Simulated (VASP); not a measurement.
## MnZnW3: relaxation of cell and atoms with PBE

Crystal: MnZnW3.

```
Mn Zn W
1.0
     4.14523    0.00000    0.00000
     0.00000    4.14523    0.00000
     0.00000    0.00000    4.14523
Mn Zn W
1 1 3
Direct
  0.00000 0.00000 0.00000
  0.50000 0.50000 0.50000
  0.00000 0.50000 0.50000
  0.50000 0.00000 0.50000
  0.50000 0.50000 0.00000
```

```yaml
Program: VASP 6.6.1
Task: relaxation of cell and atoms
Functional: PBE
Potentials_or_basis: VASP PAW PBE potentials, release 64 (Mn_pv, Zn, W_sv)
Cutoff: 600 eV
k_mesh: 4 × 4 × 4
Occupations: gaussian, width 0.1 eV
Spin: collinear spin, ferromagnetic start
Starting_moments: "[3.31, 0.0, 0.0, 0.0, 0.0] μB"
Dipole_correction: no
Further_INCAR_settings: ALGO = Normal; EDIFF = 1e-06; IBRION = 2; EDIFFG = -0.04; NSW = 90; ISIF = 3
```

```
Relaxed volume                                        : 18.09 Å³/atom
Relaxed cell                                          : a = 4.489 Å, b = 4.489 Å, c = 4.489 Å, α = 90.00°, β = 90.00°, γ = 90.00°
Space group after relaxing (to 0.1 Å)                 : Pm-3m (No. 221)
Pressure after relaxing                               : 0.1 GPa
Net moment                                            : 0.01 μB per cell
Site moments                                          : Mn -0.26; Zn +0.00; W +0.07 μB
Valence electrons inside the program's atomic spheres : Mn 11.32; Zn 11.94; W 11.83
```

Final structure:
```xyz
5
Lattice="4.4889 0.0000 0.0000 0.0000 4.4889 0.0000 0.0000 0.0000 4.4889" Properties=species:S:1:pos:R:3 pbc="T T T"
Mn    0.0000    0.0000    0.0000
Zn    2.2445    2.2445    2.2445
W     0.0000    2.2445    2.2445
W     2.2445    0.0000    2.2445
W     2.2445    2.2445    0.0000
```

Levels at points of the mesh, in eV from the Fermi level:
Spin up:
```tsv
k point	band 31	band 32	band 33	band 34	band 35	band 36
(0.00, 0.00, 0.00)	0.50	0.50	0.54	0.54	0.54	1.93
(0.50, 0.00, 0.00)	-1.15	-0.21	-0.05	0.24	0.24	0.78
(0.50, 0.50, 0.00)	-0.93	-0.88	-0.33	-0.33	-0.25	0.59
(0.50, 0.50, 0.50)	-0.74	-0.58	-0.58	0.15	0.15	0.15
```
Spin down:
| k point | band 30 | band 31 | band 32 | band 33 | band 34 | band 35 | band 36 | band 37 |
| --- | --- | --- | --- | --- | --- | --- | --- | --- |
| (0.00, 0.00, 0.00) | -0.49 | 0.55 | 0.55 | 0.55 | 0.77 | 0.77 | 1.75 | 1.75 |
| (0.50, 0.00, 0.00) | -1.31 | -1.31 | -0.24 | -0.24 | 0.01 | 0.08 | 0.96 | 1.01 |
| (0.50, 0.50, 0.00) | -1.18 | -1.18 | -0.62 | -0.27 | -0.27 | 0.06 | 0.43 | 0.43 |
| (0.50, 0.50, 0.50) | -0.69 | -0.69 | -0.31 | -0.31 | 0.19 | 0.19 | 0.19 | 1.02 |

Run time: 6.7 min on 1 thread of Intel(R) Xeon(R) 6975P-C (Granite Rapids), with other jobs on the host, peak memory 0.29 GiB.

Caveat: the k points lie up to 0.35 Å⁻¹ apart in the final cell; the volume moved by over 15 % at a fixed basis, so the end points are rough; spin-orbit coupling is left out, which moves the levels of the heavy elements.
